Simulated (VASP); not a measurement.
Input of a VASP 6.6.1 run:

POSCAR

```
C
1.0
    0.0000000000     -1.7801161419     -1.7801161419
   -1.7801161419      0.0000000000     -1.7801161419
    1.7801161419      1.7801161419     -3.5602322838
C
4
Direct
    0.7381507927      0.7764123047      0.7354050117
    0.2618492073      0.2235876953      0.2645949883
    0.3534203335      0.3916818455      0.8895949747
    0.8965796665      0.8583181545      0.3604050253
```

The input INCAR.step1:

```
SYSTEM = C
PREC     = Accurate       ! precision mode
ENCUT    = 520            ! plane-wave cutoff, eV
ISMEAR   = 0              ! smearing method
SIGMA    = 0.05           ! smearing width, eV
LREAL    = .FALSE.        ! projectors in reciprocal space
LASPH    = .TRUE.         ! aspherical terms in the spheres
NELM     = 60             ! most SCF steps
NBANDS   = 16             ! bands
GGA      = PE             ! functional
ALGO     = Normal         ! electronic algorithm
EDIFF    = 1E-4           ! SCF threshold, eV
LWAVE    = .TRUE.         ! write WAVECAR
LCHARG   = .FALSE.        ! write CHGCAR
```

File INCAR.step2:

```
SYSTEM = C
PREC     = Accurate       ! precision mode
ENCUT    = 520            ! plane-wave cutoff, eV
EDIFF    = 1E-6           ! SCF threshold, eV
ISMEAR   = 0              ! smearing method
SIGMA    = 0.05           ! smearing width, eV
LREAL    = .FALSE.        ! projectors in reciprocal space
LASPH    = .TRUE.         ! aspherical terms in the spheres
NELM     = 60             ! most SCF steps
ALGO     = Normal         ! electronic algorithm
ISIF     = 2              ! what is computed and relaxed
LWAVE    = .FALSE.        ! write WAVECAR
LCHARG   = .FALSE.        ! write CHGCAR
METAGGA  = R2SCAN         ! meta-GGA
LMIXTAU  = .TRUE.       
NBANDS   = 16             ! bands
ISTART   = 1
```

The input KPOINTS:

```
regular mesh
0
G
  12 12 10
  0 0 0
```

Potentials or basis: VASP PAW PBE potentials, release 64 (C).

Launch:

```console
$ cat potpaw_PBE.64/C/POTCAR > POTCAR
$ cp INCAR.step1 INCAR
$ mpirun -np 1 vasp_std > vasp.out
$ cp INCAR.step2 INCAR
$ mpirun -np 1 vasp_std > vasp.out
```

Question: Predict the pressure.

Answer: 2.9 GPa.

Question: Estimate the largest force.

Answer: 4.420 eV/Å.

Question: Estimate the band gap on the k mesh.

Answer: 3.87 eV (least direct gap 5.39 eV).

Forces on the atoms (eV/Å):
```
C    3.043  2.124 -2.401
C   -2.930 -2.019  2.308
C   -2.013 -2.923  2.632
C    1.900  2.818 -2.540
```

Caveat: the cell differs from its parent crystal (atoms displaced along several vibrational modes); the PAW data sets were made with another functional, which shifts forces and pressure a little. A k mesh can miss the band edges.
